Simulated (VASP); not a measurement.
Runs of VASP 6.6.1 on BiAs (rocksalt type). The structure is that of space group Fm-3m (No. 225), or close to it. The cells are those of the table. 

```tsv
task	cell	cutoff (eV)	k mesh for the DOS	occupations for the DOS	gap on the mesh (eV)	pressure (GPa)
single point	a = 3.143 Å, angles 60.0°, 2 atoms	520	-	-	none	433.4
relaxation of cell and atoms	relaxed from a = 3.971 Å, angles 60.0°, 2 atoms	600	-	-	0.15	0.0
single point	a = 4.119 Å, angles 60.0°, 2 atoms	520	-	-	(a)	(b)
single point	a = 3.788 Å, angles 60.0°, 2 atoms	520	-	-	none	49.4
```

Alike in all rows: level PBE; potentials or basis VASP PAW PBE potentials, release 64 (Bi_d, As); no spin polarisation; k mesh 13 × 13 × 13; smearing fermi-dirac 0.05 eV.

Question: Estimate the missing entries.

Answer: (a) 0.09; (b) 8.4.

Caveats: spin-orbit coupling is left out, which moves the levels of the heavy elements.

A k mesh can miss the band edges, and the runs leave out spin-orbit coupling on As, Bi.

A gap of «none» marks levels without a gap at the run's occupations.
